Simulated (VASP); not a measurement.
Wanted: the native input for a VASP 6.6.1 run.

| Item | Value |
| --- | --- |
| Task | single point |
| Functional | PBE |
| Potentials or basis | VASP PAW PBE potentials, release 64 (Cd, S, Au) |
| Cutoff | 520 eV |
| k mesh | 4 × 4 × 4 |
| Occupations | gaussian, width 0.1 eV |
| Spin | no spin polarisation |
| Dipole correction | no |
| Further INCAR settings | ALGO = Normal; EDIFF = 1e-06; NBANDS = 31 |

The structure of CdAu2S2 lies in POSCAR:

```
CdAu2S2
1.0
    5.5242512300      0.0000000000      0.0000000000
    0.0000000000      5.5242512300      0.0000000000
    0.0000000000      0.0000000000      4.3385157200
Cd S Au
1 2 2
Direct
    0.0000000000      0.0000000000      0.5000000000
    0.0000000000      0.5000000000      0.5000000000
    0.5000000000      0.0000000000      0.5000000000
    0.0000000000      0.5000000000      0.0000000000
    0.5000000000      0.0000000000      0.0000000000
```

These files were run (other wordings do the same):

INCAR

```
SYSTEM = CdAu2S2
PREC = Accurate
ENCUT = 520
EDIFF = 1E-6
ISMEAR = 0
SIGMA = 0.1
LREAL = .False.
LASPH = .True.
NELM = 60
ALGO = Normal
ISIF = 2
LWAVE = .False.
LCHARG = .True.
GGA = PE
LELF = .True.
LVHAR = .True.
NBANDS = 31
```

KPOINTS

```
regular mesh
0
Gamma
  4 4 4
  0 0 0
```

Potentials or basis: VASP PAW PBE potentials, release 64 (Cd, S, Au).

The run is started by

```bash
$ cat potpaw_PBE.64/Cd/POTCAR potpaw_PBE.64/S/POTCAR potpaw_PBE.64/Au/POTCAR > POTCAR
$ mpirun -np 1 vasp_std > vasp.out
```

It gave:

```yaml
Pressure: 6.5 GPa
Band_gap_on_the_k_mesh: zero (band 23 reaches 3.34 eV, above the bottom of band 24 at 2.51 eV)
```

Caveat: the k points lie up to 0.36 Å⁻¹ apart; spin-orbit coupling is left out, which moves the levels of the heavy elements.

Wall time 94 s on 1 thread of Oxide Virtual Turin-like Processor, with other jobs on the host, peak memory 0.23 GiB.
